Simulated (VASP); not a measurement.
Write the native input for VASP 6.6.1 that does the following.

| Item | Value |
| --- | --- |
| Task | single point |
| Functional | PBEsol |
| Potentials or basis | VASP PAW PBE potentials, release 64 (Fe) |
| Cutoff | 520 eV |
| k mesh | 27 × 27 × 24 |
| Occupations | gaussian, width 0.1 eV |
| Spin | collinear spin, ferromagnetic start |
| Starting moments | [2.25] μB |
| Dipole correction | no |
| Further INCAR settings | ALGO = Normal; EDIFF = 1e-07; NBANDS = 14 |

The structure of Fe lies in POSCAR:

```
Fe
1.0
    2.4183807339      0.0000000000      0.0000000000
   -1.2091903670      2.0943791516      0.0000000000
    0.0000000000      0.0000000000      2.3304089164
Fe
1
Direct
    0.0000000000      0.0000000000      0.0000000000
```

One way to write it, as run:

INCAR

```
PREC = Accurate
ENCUT = 520
EDIFF = 1E-7
ISMEAR = 0
SIGMA = 0.1
LREAL = F
LASPH = T
NELM = 150
ALGO = Normal
ISIF = 2
LWAVE = F
LCHARG = T
ISPIN = 2
MAGMOM = 2.25
LORBIT = 11
LMAXMIX = 4
GGA = PS
LELF = T
LVHAR = T
NBANDS = 14
```

KPOINTS

```
Automatic mesh
0
Gamma
  27 27 24
```

Potentials or basis: VASP PAW PBE potentials, release 64 (Fe).

Command:

```bash
$ cat potpaw_PBE.64/Fe/POTCAR > POTCAR
$ mpirun -np 1 vasp_std > vasp.out
```

It gave:

```
Pressure                                              : -0.1 GPa
Net moment                                            : 2.21 μB per cell
Site moments                                          : Fe +2.19 μB
Valence electrons inside the program's atomic spheres : Fe 7.31
```

Caveat: the PAW data sets were made with another functional, which shifts forces and pressure a little.

Wall time 2 min on 1 thread of Intel(R) Xeon(R) 6975P-C (Granite Rapids), on a shared host, peak memory 0.33 GiB.
